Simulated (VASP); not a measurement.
## MgO (zincblende type): single point with PBE

Crystal: MgO (zincblende type).

```
Mg O
1.0
     0.00000    2.25882    2.25882
     2.25882    0.00000    2.25882
     2.25882    2.25882    0.00000
Mg O
1 1
Direct
  0.00000 0.00000 0.00000
  0.25000 0.25000 0.25000
```

This cell differs from its parent crystal: volume scaled by 0.94.

```yaml
Program: VASP 6.6.1
Task: single point
Functional: PBE
Potentials_or_basis: VASP PAW PBE potentials, release 64 (Mg, O)
Cutoff: 520 eV
k_mesh: 15 × 15 × 15
Occupations: fermi-dirac, width 0.05 eV
Spin: no spin polarisation
Dipole_correction: no
Further_INCAR_settings: ALGO = Normal; EDIFF = 1e-07; NBANDS = 11
```

The pressure is 7.7 GPa. The band gap on the k mesh is 3.82 eV, indirect (the least direct gap lies 0.7 meV higher).

Levels at points of the mesh, in eV from the valence-band top:
```csv
k point,band 1,band 2,band 3,band 4,band 5,band 6,band 7,band 8,band 9
"(0.00, 0.00, 0.00)",-15.99,0.00,0.00,0.00,3.82,17.16,17.16,17.16,20.61
```

It took 22 s on 1 thread of Intel(R) Xeon(R) Platinum 8259CL CPU @ 2.50GHz (Skylake/Cascade Lake), on a shared host, peak memory 0.16 GiB.

 A k mesh can miss the band edges.
